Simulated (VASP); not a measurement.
A run of VASP 6.6.1:

The input INCAR:

```
PREC = Accurate
ENCUT = 520
EDIFF = 1E-6
ISMEAR = 0
SIGMA = 0.1
LREAL = F
LASPH = T
NELM = 100
ALGO = Fast
ISIF = 2
LWAVE = F
LCHARG = F
GGA = PE
NBANDS = 51
```

File KPOINTS:

```
regular mesh
0
Gamma
  12 12 4
```

The input POSCAR:

```
MoW5
1.0
    3.2422737659      0.0000000000      0.0000000000
    0.0000000000      3.2422737659      0.0000000000
    0.0000000000      0.0000000000      9.7285275722
Mo W
1 5
Direct
    0.5000000000      0.5000000000      0.5000000000
    0.0000000000      0.0000000000      0.6663489877
    0.5000000000      0.5000000000      0.8329509880
    0.0000000000      0.0000000000      0.0000000000
    0.5000000000      0.5000000000      0.1670490120
    0.0000000000      0.0000000000      0.3336510123
```

Potentials or basis: VASP PAW PBE potentials, release 64 (Mo_sv, W_sv).

Command:

```bash
$ cat potpaw_PBE.64/Mo_sv/POTCAR potpaw_PBE.64/W_sv/POTCAR > POTCAR
$ mpirun -np 1 vasp_std > vasp.out
```

Hardware: 1 thread of Intel(R) Xeon(R) Platinum 8488C (Sapphire Rapids) (shared host).

**Question.** Estimate the wall time of this run.

**Answer.** Wall time 12 min on 1 thread of Intel(R) Xeon(R) Platinum 8488C (Sapphire Rapids), with other jobs on the host, peak memory 0.43 GiB. Counts: scf iterations 15, k points 84.
